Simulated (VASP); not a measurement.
The system is AlH.

```
CELL_PARAMETERS angstrom
2.31410 -2.14167 0.00000
2.31410 2.14167 0.00000
-0.95564 0.00000 5.03648
ATOMIC_POSITIONS crystal
Al 0.34083 0.34083 0.25000
Al 0.65917 0.65917 0.75000
H 0.16667 0.16667 0.50000
H 0.83333 0.83333 0.50000
```

```yaml
Program: VASP 6.6.1
Task: relaxation of cell and atoms
Functional: PBE
Potentials_or_basis: VASP PAW PBE potentials, release 64 (Al, H)
Cutoff: 600 eV
k_mesh: 6 × 6 × 4
Occupations: gaussian, width 0.1 eV
Spin: no spin polarisation
```

At the start: pressure -2.5 GPa; volume 12.48 Å³/atom.

Task: Where does the relaxation end?

Result: Over 35 steps the energy falls by 342.0 meV/atom and the volume is 11.24 Å³/atom (-10.0 %); space group C2/m (No. 12, to 0.05 Å).

The path:
| step | energy change (eV) | largest force (eV/Å) | pressure (GPa) | volume (Å³) |
| --- | --- | --- | --- | --- |
| 1 | 0.0000 | 2.0042 | -2.53 | 49.92 |
| 2 | -0.3877 | 0.8586 | -6.48 | 48.49 |
| 3 | -0.4944 | 0.6488 | -7.81 | 47.42 |
| 4 | -0.7980 | 0.7789 | -2.84 | 42.27 |
| 5 | -0.8488 | 0.8215 | 1.66 | 39.87 |
| 6 | -1.0180 | 0.7146 | 3.63 | 39.13 |
| 7 | -1.0824 | 0.4021 | 8.02 | 38.20 |
| 8 | -1.1958 | 0.1843 | 4.94 | 39.97 |
| 9 | -1.2256 | 0.1449 | 3.19 | 41.45 |
| 10 | -1.2642 | 0.1682 | 0.53 | 42.57 |
| 11 | -1.2708 | 0.2627 | -0.99 | 43.29 |
| 12 | -1.2954 | 0.2552 | -0.91 | 43.39 |
| 13 | -1.3027 | 0.2570 | -0.74 | 43.44 |
| 14 | -1.3053 | 0.4345 | -0.03 | 43.53 |
| 15 | -1.3207 | 0.2825 | 0.10 | 43.60 |
| 16 | -1.3268 | 0.2338 | 0.23 | 43.65 |
| 17 | -1.3263 | 0.1852 | 0.45 | 43.72 |
| 18 | -1.3285 | 0.2145 | 0.30 | 43.68 |
| 19 | -1.3386 | 0.1685 | 0.36 | 43.79 |
| 20 | -1.3519 | 0.0730 | 0.48 | 44.06 |
| 21 | -1.3542 | 0.0734 | 0.05 | 44.35 |
| 22 | -1.3548 | 0.0747 | -0.31 | 44.61 |
| 23 | -1.3562 | 0.0548 | -0.11 | 44.54 |
| 24 | -1.3569 | 0.1006 | 0.12 | 44.46 |
| 25 | -1.3581 | 0.0580 | 0.08 | 44.48 |
| 26 | -1.3586 | 0.1100 | 0.02 | 44.50 |
| 27 | -1.3594 | 0.1101 | 0.03 | 44.52 |
| 28 | -1.3614 | 0.1106 | 0.07 | 44.56 |
| 29 | -1.3652 | 0.1076 | 0.21 | 44.63 |
| 30 | -1.3543 | 0.0990 | 0.91 | 44.75 |
| 31 | -1.3654 | 0.1102 | 0.32 | 44.66 |
| 32 | -1.3667 | 0.0578 | 0.19 | 44.80 |
| 33 | -1.3667 | 0.0483 | 0.16 | 44.82 |
| 34 | -1.3676 | 0.0434 | -0.06 | 44.89 |
| 35 | -1.3679 | 0.0385 | -0.27 | 44.95 |

Final structure:
```
CELL_PARAMETERS angstrom
2.29121 -2.17806 -0.36682
2.29121 2.17806 -0.36682
-1.80552 0.00000 4.79283
ATOMIC_POSITIONS crystal
Al 0.34890 0.34890 0.18855
Al 0.65110 0.65110 0.81145
H 0.25205 0.25205 0.49196
H 0.74795 0.74795 0.50804
```
